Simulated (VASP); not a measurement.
Set up this calculation in VASP 6.6.1, as the native input.

```
Task                   : single point
Functional             : PBE
Potentials or basis    : VASP PAW PBE potentials, release 64 (Sc_sv, B, F)
Cutoff                 : 520 eV
k mesh                 : 6 × 6 × 4
Occupations            : gaussian, width 0.1 eV
Spin                   : no spin polarisation
Dipole correction      : no
Further INCAR settings : ALGO = Normal; EDIFF = 1e-07; NBANDS = 32
```

The structure of Sc2B5F lies in POSCAR:

```
Sc2B5F
1.0
    4.1193570500      0.0000000000      0.0000000000
   -2.0596785200      3.5674678500      0.0000000000
    0.0000000000      0.0000000000      7.2258680700
Sc B F
2 5 1
Direct
    0.6666666700      0.3333333300      0.0000000000
    0.0000000000      0.0000000000      0.5000000000
    0.0000000000      0.0000000000      0.7792270900
    0.0000000000      0.0000000000      0.2207729100
    0.2334985800      0.7665014200      0.0000000000
    0.2334985800      0.4669971500      0.0000000000
    0.5330028500      0.7665014200      0.0000000000
    0.3333333300      0.6666666700      0.5000000000
```

The cell was built from a structure type or drawn by symmetry, and may not be a known phase.

The input as run:

INCAR

```
SYSTEM = Sc2B5F
PREC = Accurate
ENCUT = 520
EDIFF = 1E-7
ISMEAR = 0
SIGMA = 0.1
LREAL = .FALSE.
LASPH = .TRUE.
NELM = 80
ALGO = Normal
ISIF = 2
LWAVE = .FALSE.
LCHARG = .FALSE.
GGA = PE
NBANDS = 32
```

KPOINTS

```
regular mesh
0
G
  6 6 4
  0 0 0
```

Potentials or basis: VASP PAW PBE potentials, release 64 (Sc_sv, B, F).

Command:

```console
$ cat potpaw_PBE.64/Sc_sv/POTCAR potpaw_PBE.64/B/POTCAR potpaw_PBE.64/F/POTCAR > POTCAR
$ mpirun -np 1 vasp_std > vasp.out
```

It gave:

```json
{"Pressure": "41.0 GPa", "Largest force": "29.130 eV/Å", "Band gap on the k mesh": "zero (bands 22 and 23 overlap by 1.63 eV)"}
```

Caveat: the cell stands under pressure; forces of over 1 eV/Å act on the atoms, so gaps and moduli don't describe the material at rest.

Run time: 2.5 min on 1 thread of Intel Xeon 8259CL, with other jobs on the host, peak memory 0.26 GiB.
